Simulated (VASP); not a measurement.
A run of VASP 6.6.1 is set up as follows.

Contents of POSCAR:

```
Hf
1.0
   -1.8050000000      1.8050000000      1.8050000000
    1.8050000000     -1.8050000000      1.8050000000
    1.8050000000      1.8050000000     -1.8050000000
Hf
1
Direct
    0.0000000000      0.0000000000      0.0000000000
```

File INCAR.step1:

```
SYSTEM = Hf
PREC = Accurate
ENCUT = 520
EDIFF = 1E-6
ISMEAR = 1
SIGMA = 0.025
LREAL = .FALSE.
LASPH = .TRUE.
NELM = 80
ALGO = Fast
ISIF = 2
LWAVE = .FALSE.
LCHARG = .TRUE.
LMAXMIX = 4
GGA = PS
IVDW = 12
NBANDS = 11
```

Contents of KPOINTS.step1:

```
regular mesh
0
G
  10 10 10
  0 0 0
```

File INCAR.step2:

```
SYSTEM = Hf
PREC = Accurate
ENCUT = 520
EDIFF = 1E-6
ISMEAR = -5
SIGMA = 0.025
LREAL = .FALSE.
LASPH = .TRUE.
NELM = 80
ALGO = Fast
ISIF = 2
LWAVE = .FALSE.
LCHARG = .FALSE.
LMAXMIX = 4
GGA = PS
IVDW = 12
LORBIT = 11
NBANDS = 11
NEDOS = 1001
ICHARG = 11
```

The input KPOINTS.step2:

```
regular mesh
0
G
  15 15 15
  0 0 0
```

Potentials or basis: VASP PAW PBE potentials, release 64 (Hf_pv).

Run with:

```console
$ cat potpaw_PBE.64/Hf_pv/POTCAR > POTCAR
$ cp INCAR.step1 INCAR
$ cp KPOINTS.step1 KPOINTS
$ mpirun -np 1 vasp_std > vasp.out
$ cp INCAR.step2 INCAR
$ cp KPOINTS.step2 KPOINTS
$ mpirun -np 1 vasp_std > vasp.out
```

Question: Estimate the dispersion energy per atom.

Answer: -0.488 eV.
